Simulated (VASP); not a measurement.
SrMg:

```
Sr Mg
1.0
     4.19032    0.00000    0.00000
     0.00000    4.19032    0.00000
     0.00000    0.00000    4.19032
Sr Mg
1 1
Direct
  0.50000 0.50000 0.50000
  0.00000 0.00000 0.00000
```

| Quantity | Value |
| --- | --- |
| Program | VASP 6.6.1 |
| Task | relaxation of cell and atoms |
| Functional | LDA |
| Potentials or basis | VASP PAW LDA potentials, release 64 (Sr_sv, Mg_sv) |
| Cutoff | 840 eV |
| k mesh | 5 × 5 × 5 |
| Occupations | gaussian, width 0.1 eV |
| Spin | no spin polarisation |

At the start: pressure -2.1 GPa; volume 36.79 Å³/atom.

Q: How do energy, volume and symmetry change on relaxing?

A: Over 3 steps the energy falls by 24.6 meV/atom and the volume is 33.32 Å³/atom (-9.4 %); space group Pm-3m (No. 221, to 0.1 Å) before and after.

The path:
```csv
step,energy change (eV),largest force (eV/Å),pressure (GPa),volume (Å³)
1,0.0000,0.0000,-2.07,73.58
2,-0.0443,0.0000,-0.73,68.64
3,-0.0492,0.0000,-0.03,66.64
```

Final structure:
```cif
data_structure
_symmetry_space_group_name_H-M 'P 1'
_symmetry_Int_Tables_number 1
_cell_length_a 4.0543
_cell_length_b 4.0543
_cell_length_c 4.0543
_cell_angle_alpha 90.000
_cell_angle_beta 90.000
_cell_angle_gamma 90.000
_cell_volume 66.64
loop_
_atom_site_label
_atom_site_type_symbol
_atom_site_fract_x
_atom_site_fract_y
_atom_site_fract_z
_atom_site_occupancy
Sr1 Sr 0.50000 0.50000 0.50000 1
Mg1 Mg 0.00000 0.00000 0.00000 1
```
